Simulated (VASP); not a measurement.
# GaGe (F-43m) in VASP: notebook

The runs below take GaGe through single point, with r2SCAN, PBE, RPBE, revPBE.

Program: VASP 6.6.1. These are calculated values, not measurements. Logs are shortened: lines on timing, memory, paths and dates and some standing lists are left out, and cuts for length are marked.

## 1. The cell of the first run

The structure is cubic, space group F-43m (No. 216). The conventional cell has a = 5.796 Å, b = 5.796 Å, c = 5.796 Å, α = 90.00°, β = 90.00°, γ = 90.00°. Ge (site symmetry -43m) has 4 Ga at 2.51 Å within 3.3 Å. Ga (site symmetry -43m) has 4 Ge at 2.51 Å within 3.3 Å.

## 2. Single point, r2SCAN

Input file POSCAR:

```
GaGe
1.0
    0.0000000000      2.8978440000      2.8978440000
    2.8978440000      0.0000000000      2.8978440000
    2.8978440000      2.8978440000      0.0000000000
Ge Ga
1 1
Direct
    0.0000000000      0.0000000000      0.0000000000
    0.2500000000      0.2500000000      0.2500000000
```

Input file INCAR.step1:

```
SYSTEM = GaGe
  PREC = Accurate
  ENCUT = 520
  ISMEAR = -1
  SIGMA = 0.05
  LREAL = .FALSE.
  LASPH = .TRUE.
  NELM = 60
  NBANDS = 20
  GGA = PE
  ALGO = Normal
  EDIFF = 1E-4
  LWAVE = .TRUE.
  LCHARG = .FALSE.
```

Input file INCAR.step2:

```
SYSTEM = GaGe
  PREC = Accurate
  ENCUT = 520
  EDIFF = 1E-6
  ISMEAR = -1
  SIGMA = 0.05
  LREAL = .FALSE.
  LASPH = .TRUE.
  NELM = 60
  ALGO = Normal
  ISIF = 2
  LWAVE = .FALSE.
  LCHARG = .FALSE.
  METAGGA = R2SCAN
  LMIXTAU = .TRUE.
  NBANDS = 20
  ISTART = 1
```

Input file KPOINTS:

```
regular mesh
0
G
  8 8 8
  0 0 0
```

Potentials or basis: VASP PAW PBE potentials, release 64 (Ge_d, Ga_d).

Command:

```sh
cat potpaw_PBE.64/Ge_d/POTCAR potpaw_PBE.64/Ga_d/POTCAR > POTCAR
cp INCAR.step1 INCAR
mpirun -np 1 vasp_std > vasp.out
cp INCAR.step2 INCAR
mpirun -np 1 vasp_std > vasp.out
```

OUTCAR:

```text
SYSTEM = GaGe
   PREC = Accurate
   ENCUT = 520
   EDIFF = 1E-6
   ISMEAR = -1
   LREAL = .FALSE.
   LASPH = .TRUE.
   NELM = 60
   ISIF = 2
   METAGGA = R2SCAN
   ISTART = 1

 ion  position               nearest neighbor table
   1  0.000  0.000  0.000-   2 2.51   2 2.51   2 2.51   2 2.51
   2  0.250  0.250  0.250-   1 2.51   1 2.51   1 2.51   1 2.51

  LATTYP: Found a face centered cubic cell.
 ALAT       =     5.7956880000

  Lattice vectors:

 A1 = (   0.0000000000,   2.8978440000,   2.8978440000)
 A2 = (   2.8978440000,   0.0000000000,   2.8978440000)
 A3 = (   2.8978440000,   2.8978440000,   0.0000000000)

Analysis of symmetry for initial positions (statically):
=====================================================================
 Subroutine PRICEL returns:
 Original cell was already a primitive cell.

 Routine SETGRP: Setting up the symmetry group for a
 face centered cubic supercell.

 Subroutine GETGRP returns: Found 24 space group operations
 (whereof 24 operations were pure point group operations)
 out of a pool of 48 trial point group operations.

The static configuration has the point symmetry T_d .

Analysis of symmetry for dynamics (positions and initial velocities):
=====================================================================
 Subroutine PRICEL returns:
 Original cell was already a primitive cell.

 Routine SETGRP: Setting up the symmetry group for a
 face centered cubic supercell.

 Subroutine GETGRP returns: Found 24 space group operations
 (whereof 24 operations were pure point group operations)
 out of a pool of 48 trial point group operations.

The dynamic configuration has the point symmetry T_d .

 Subroutine INISYM returns: Found 24 space group operations
 (whereof 24 operations are pure point group operations),
 and found     1 'primitive' translations

----------------------------------------------------------------------------------------

                                     Primitive cell

  volume of cell :      48.6693

  direct lattice vectors                    reciprocal lattice vectors
     0.000000000  2.897844000  2.897844000    -0.172542069  0.172542069  0.172542069
     2.897844000  0.000000000  2.897844000     0.172542069 -0.172542069  0.172542069
     2.897844000  2.897844000  0.000000000     0.172542069  0.172542069 -0.172542069

  length of vectors
     4.098170286  4.098170286  4.098170286     0.298851630  0.298851630  0.298851630

  position of ions in fractional coordinates (direct lattice)
     0.000000000  0.000000000  0.000000000
     0.250000000  0.250000000  0.250000000

  ion indices of the primitive-cell ions
   primitive index   ion index
                 1           1
                 2           2

----------------------------------------------------------------------------------------

 KPOINTS: regular mesh

Automatic generation of k-mesh.
 Grid dimensions read from file:
 generate k-points for:    8    8    8

 Generating k-lattice:

  Cartesian coordinates                     Fractional coordinates (reciprocal lattice)
    -0.021567759  0.021567759  0.021567759     0.125000000  0.000000000  0.000000000
     0.021567759 -0.021567759  0.021567759     0.000000000  0.125000000  0.000000000
     0.021567759  0.021567759 -0.021567759     0.000000000  0.000000000  0.125000000

  Length of vectors
     0.037356454  0.037356454  0.037356454

  Shift w.r.t. Gamma in fractional coordinates (k-lattice)
     0.000000000  0.000000000  0.000000000

 Subroutine IBZKPT returns following result:
 ===========================================

 Found     29 irreducible k-points:

 Following reciprocal coordinates:
            Coordinates               Weight
  0.000000  0.000000  0.000000      1.000000
  0.125000  0.000000  0.000000      8.000000
  0.250000  0.000000  0.000000      8.000000
  0.375000  0.000000  0.000000      8.000000
  0.500000  0.000000  0.000000      4.000000
  0.125000  0.125000  0.000000      6.000000
[... 16 lines left out ...]
  0.500000  0.250000  0.125000     48.000000
 -0.375000  0.250000  0.125000     24.000000
 [... further k-points ...]
   k-points           NKPTS =     29   k-points in BZ     NKDIM =     29   number of bands    NBANDS=     20
   number of dos      NEDOS =    301   number of ions     NIONS =      2
   total plane-waves  NPLWV =  27000
   dimension x,y,z NGX =    30 NGY =   30 NGZ =   30
   dimension x,y,z NGXF=    60 NGYF=   60 NGZF=   60
   ions per type =               1   1
   NGX,Y,Z   is equivalent  to a cutoff of  12.17, 12.17, 12.17 a.u.
   NGXF,Y,Z  is equivalent  to a cutoff of  24.34, 24.34, 24.34 a.u.
 SYSTEM =  GaGe
   PREC   = accura    normal or accurate (medium, high low for compatibility)
   ISTART =      1    job   : 0-new  1-cont  2-samecut
   ICHARG =      0    charge: 1-file 2-atom 10-const
   ISPIN  =      1    spin polarized calculation?
   LNONCOLLINEAR =      F non collinear calculations
   LSORBIT =      F    spin-orbit coupling
   LASPH  =      T    aspherical Exc in radial PAW
   ENCUT  =  520.0 eV  38.22 Ry    6.18 a.u.   7.62  7.62  7.62*2*pi/ulx,y,z
   NELM   =     60;   NELMIN=  2; NELMDL=  0     # of ELM steps
   EDIFF  = 0.1E-05   stopping-criterion for ELM
   LREAL  =      F    real-space projection
[... 7 lines left out ...]
   TEBEG  =    0.0;   TEEND  =   0.0 temperature during run
   PSTRESS=    0.0 pullay stress
   NELECT =      27.0000    total number of electrons
   NUPDOWN=      -1.0000    fix difference up-down
   EMIN   =  10.00;   EMAX   =-10.00  energy-range for DOS
   EFERMI =   0.00;   METHOD = LEGACY
   ISMEAR =    -1;   SIGMA  =   0.05  broadening in eV -4-tet -1-fermi 0-gaus
   EFERMI_NEDOS =   21; number of points for ismear=-14 and -15
   IALGO  =     38    algorithm
   IMIX   =      4    mixing-type and parameters
     AMIX     =   0.40;   BMIX     =  1.00
     AMIX_MAG =   1.60;   BMIX_MAG =  1.00
  volume/ion in A,a.u.               =      24.33       164.22
  Fermi-wavevector in a.u.,A,eV,Ry     =   1.345172  2.542006 24.619567  1.809487
  Thomas-Fermi vector in A             =   2.473106
   LORBIT       =      0    0 simple, 1 ext, 2 COOP (PROOUT), +10 PAW based schemes
   METAGGA = R2SCAN    functional components
   LHFCALC =     F    Hartree Fock is set to
   AEXX    =    0.0000 exact exchange contribution
   IVDW    =     0    specifies the selected vdW correction
   LEPSILON=     F    determine dielectric tensor
   LRPA    =     F    only Hartree local field effects (RPA)
 non-spin polarized calculation
  energy-cutoff  :      520.00
  volume of cell :       48.67
 maximum number of plane-waves:      1363
   NGX = 15   NGY = 15   NGZ = 15

 number of electron      26.9999991 magnetization

 Free energy of the ion-electron system (eV)
  ---------------------------------------------------
  ext. energy  EPLUGINS =         0.00000000
  ---------------------------------------------------
  free energy    TOTEN  =       -24.94744756 eV

  energy without entropy =      -24.93916289  energy(sigma->0) =      -24.94330523

 E-fermi :   2.8377     XC(G=0): -10.3998

 val. band max:        2.5850607508   @ k =   0.1250   0.1250   0.0000
 cond. band min:       2.8697330118   @ k =   0.5000   0.1250   0.0000
 fundamental gap:      0.2846722610
 Fermi energy:         2.8376676982

 k-point     1 :       0.0000    0.0000    0.0000
  band No.  band energies     occupation
      1     -21.7254      2.00000
      2     -21.7254      2.00000
      3     -21.7254      2.00000
      4     -21.7028      2.00000
      5     -21.7028      2.00000
      6     -11.9315      2.00000
[... 12 lines left out ...]
     19      11.2800      0.00000
     20      14.1038      0.00000

 k-point     2 :       0.1250    0.0000    0.0000
  band No.  band energies     occupation
      1     -21.7254      2.00000
      2     -21.7249      2.00000
      3     -21.7249      2.00000
      4     -21.7027      2.00000
      5     -21.7027      2.00000
      6     -11.9358      2.00000
[... 12 lines left out ...]
     19      12.2150      0.00000
     20      13.1725      0.00000

 k-point     3 :       0.2500    0.0000    0.0000
  band No.  band energies     occupation
      1     -21.7253      2.00000
      2     -21.7239      2.00000
      3     -21.7239      2.00000
      4     -21.7023      2.00000
      5     -21.7023      2.00000
      6     -11.9463      2.00000
[... 12 lines left out ...]
     19      12.6831      0.00000
     20      12.9415      0.00000

 k-point     4 :       0.3750    0.0000    0.0000
  band No.  band energies     occupation
      1     -21.7252      2.00000
      2     -21.7230      2.00000
      3     -21.7229      2.00000
      4     -21.7019      2.00000
      5     -21.7019      2.00000
      6     -11.9567      2.00000
[... 12 lines left out ...]
     19      13.1761      0.00000
     20      14.1822      0.00000

 k-point     5 :       0.5000    0.0000    0.0000
  band No.  band energies     occupation
      1     -21.7252      2.00000
      2     -21.7226      2.00000
      3     -21.7226      2.00000
      4     -21.7017      2.00000
      5     -21.7017      2.00000
      6     -11.9610      2.00000
[... 12 lines left out ...]
     19      15.0625      0.00000
     20      15.9591      0.00000

 k-point     6 :       0.1250    0.1250    0.0000
  band No.  band energies     occupation
      1     -21.7259      2.00000
      2     -21.7245      2.00000
      3     -21.7245      2.00000
      4     -21.7031      2.00000
      5     -21.7022      2.00000
      6     -11.9403      2.00000
[... 12 lines left out ...]
     19      11.9381      0.00000
     20      12.5448      0.00000

 k-point     7 :       0.2500    0.1250    0.0000
  band No.  band energies     occupation
      1     -21.7261      2.00000
      2     -21.7236      2.00000
      3     -21.7234      2.00000
      4     -21.7032      2.00000
      5     -21.7017      2.00000
      6     -11.9492      2.00000
[... 12 lines left out ...]
     19      12.0049      0.00000
     20      13.7932      0.00000
[... 277 lines left out ...]
 k-point    20 :      -0.3750    0.3750    0.0000
  band No.  band energies     occupation
      1     -21.7267      2.00000
      2     -21.7209      2.00000
      3     -21.7201      2.00000
      4     -21.7037      2.00000
      5     -21.7001      2.00000
      6     -11.9745      2.00000
[... 12 lines left out ...]
     19      12.9864      0.00000
     20      14.4865      0.00000

 k-point    21 :       0.5000    0.5000    0.0000
  band No.  band energies     occupation
      1     -21.7291      2.00000
      2     -21.7192      2.00000
      3     -21.7192      2.00000
      4     -21.7049      2.00000
      5     -21.6990      2.00000
      6     -11.9840      2.00000
[... 12 lines left out ...]
     19      15.9280      0.00000
     20      17.1867      0.00000

 k-point    22 :       0.3750    0.2500    0.1250
  band No.  band energies     occupation
      1     -21.7262      2.00000
      2     -21.7227      2.00000
      3     -21.7224      2.00000
      4     -21.7032      2.00000
      5     -21.7012      2.00000
      6     -11.9579      2.00000
[... 12 lines left out ...]
     19      12.7369      0.00000
     20      14.9022      0.00000

 k-point    23 :       0.5000    0.2500    0.1250
  band No.  band energies     occupation
      1     -21.7255      2.00000
      2     -21.7227      2.00000
      3     -21.7214      2.00000
      4     -21.7029      2.00000
      5     -21.7010      2.00000
      6     -11.9640      2.00000
[... 12 lines left out ...]
     19      13.8825      0.00000
     20      14.6327      0.00000

 k-point    24 :      -0.3750    0.2500    0.1250
  band No.  band energies     occupation
      1     -21.7249      2.00000
      2     -21.7230      2.00000
      3     -21.7210      2.00000
      4     -21.7026      2.00000
      5     -21.7011      2.00000
      6     -11.9662      2.00000
[... 12 lines left out ...]
     19      12.5034      0.00000
     20      15.5106      0.00000

 [... further k-points ...]
[... 5 lines left out ...]
  --------------------------------------------------------------------------------------
  -------------------------------------------------------------------------------------
  Total       -0.6509358     -0.6509358     -0.6509358     -0.0000000      0.0000000      0.0000000
  in kB      -21.4285969    -21.4285969    -21.4285969     -0.0000000      0.0000000      0.0000000
  external PRESSURE =     -21.4285969 kB  Pullay stress =       0.0000000 kB

 VOLUME and BASIS-vectors are now :
 -----------------------------------------------------------------------------
  energy-cutoff  :      520.00
  volume of cell :       48.67
      direct lattice vectors                 reciprocal lattice vectors
     0.000000000  2.897844000  2.897844000    -0.172542069  0.172542069  0.172542069
     2.897844000  0.000000000  2.897844000     0.172542069 -0.172542069  0.172542069
     2.897844000  2.897844000  0.000000000     0.172542069  0.172542069 -0.172542069

 POSITION                                       TOTAL-FORCE (eV/Angst)
 -----------------------------------------------------------------------------------
      0.00000      0.00000      0.00000         0.000000      0.000000      0.000000
      1.44892      1.44892      1.44892        -0.000000     -0.000000     -0.000000
 -----------------------------------------------------------------------------------
    total drift:                               -0.000013     -0.000013     -0.000012

  FREE ENERGIE OF THE ION-ELECTRON SYSTEM (eV)
  ---------------------------------------------------
  free  energy   TOTEN  =       -24.9474475622 eV

  energy  without entropy=      -24.9391628944  energy(sigma->0) =      -24.94330523
```

It took 94 s on 1 thread of Intel Xeon 6975P-C (Granite Rapids), shared host; peak memory 0.18 GiB.

Results:

```
Free energy : -24.9474 eV
Pressure    : -2.1 GPa
```

Caveat: the PAW data sets were made with another functional, which shifts forces and pressure a little.

## 3. Single point, PBE

Input file INCAR:

```
PREC = Accurate
ENCUT = 520
EDIFF = 1E-7
ISMEAR = -1
SIGMA = 0.03
LREAL = False
LASPH = True
NELM = 60
ALGO = Normal
ISIF = 2
LWAVE = False
LCHARG = False
GGA = PE
NBANDS = 20
```

Input file KPOINTS:

```
Automatic mesh
0
Gamma
  5 5 5
```

POSCAR is that of step 2.

Potentials or basis: VASP PAW PBE potentials, release 64 (Ge_d, Ga_d).

Command:

```sh
cat potpaw_PBE.64/Ge_d/POTCAR potpaw_PBE.64/Ga_d/POTCAR > POTCAR
mpirun -np 1 vasp_std > vasp.out
```

Wall time 6.7 s (1 thread of Intel Xeon Platinum 8559C (Emerald Rapids), shared host); peak memory 0.16 GiB.

It converged, with:

```yaml
Free_energy: -7.1504 eV
Pressure: -0.1 GPa
```

Levels at points of the mesh, in eV from the Fermi level:
| k point | band 11 | band 12 | band 13 | band 14 | band 15 | band 16 |
| --- | --- | --- | --- | --- | --- | --- |
| (0.00, 0.00, 0.00) | -10.48 | 1.74 | 1.74 | 1.74 | 2.12 | 4.42 |

Caveat: the k points lie up to 0.38 Å⁻¹ apart.

(Part 1 of 2 ends here.)
